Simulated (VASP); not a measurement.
A run of VASP 6.6.1 is set up as follows.

Contents of POSCAR:

```
SiC
1.0
    0.0000000000      1.6501753373      1.6501753373
    1.6501753373      0.0000000000      1.6501753373
    1.6501753373      1.6501753373      0.0000000000
Si C
1 1
Direct
    0.0000000000      0.0000000000      0.0000000000
    0.5000000000      0.5000000000      0.5000000000
```

File INCAR.step1:

```
SYSTEM = SiC
ALGO     = Normal         ! electronic algorithm
EDIFF    = 1E-5           ! SCF threshold, eV
ENCUT    = 660            ! plane-wave cutoff, eV
GGA      = PE             ! functional
GGA_COMPAT= .False.      
ISMEAR   = -1             ! smearing method
LASPH    = .True.         ! aspherical terms in the spheres
LCHARG   = .False.        ! write CHGCAR
LREAL    = .False.        ! projectors in reciprocal space
LWAVE    = .True.         ! write WAVECAR
NBANDS   = 11             ! bands
NELM     = 120            ! most SCF steps
PREC     = Accurate       ! precision mode
SIGMA    = 0.1            ! smearing width, eV
```

Contents of INCAR.step2:

```
SYSTEM = SiC
ALGO     = Normal         ! electronic algorithm
EDIFF    = 1E-6           ! SCF threshold, eV
ENCUT    = 660            ! plane-wave cutoff, eV
GGA_COMPAT= .False.      
ISIF     = 2              ! what is computed and relaxed
ISMEAR   = -1             ! smearing method
ISTART   = 1            
LASPH    = .True.         ! aspherical terms in the spheres
LCHARG   = .False.        ! write CHGCAR
LMIXTAU  = .True.       
LREAL    = .False.        ! projectors in reciprocal space
LWAVE    = .False.        ! write WAVECAR
METAGGA  = R2SCAN         ! meta-GGA
NBANDS   = 11             ! bands
NELM     = 120            ! most SCF steps
PREC     = Accurate       ! precision mode
SIGMA    = 0.1            ! smearing width, eV
```

Contents of KPOINTS:

```
k-points
0
Gamma
  17 17 17
  0 0 0
```

Potentials or basis: VASP PAW PBE potentials, release 64 (Si, C).

Launch:

```sh
$ cat potpaw_PBE.64/Si/POTCAR potpaw_PBE.64/C/POTCAR > POTCAR
$ cp INCAR.step1 INCAR
$ mpirun -np 1 vasp_std > vasp.out
$ cp INCAR.step2 INCAR
$ mpirun -np 1 vasp_std > vasp.out
```

Question: Estimate the pressure.

Answer: 534.7 GPa.

Question: What does it give for the band gap on the k mesh?

Answer: Zero (band 4 reaches 24.28 eV, above the bottom of band 5 at 23.41 eV).

Caveat: the PAW data sets were made with another functional, which shifts forces and pressure a little.
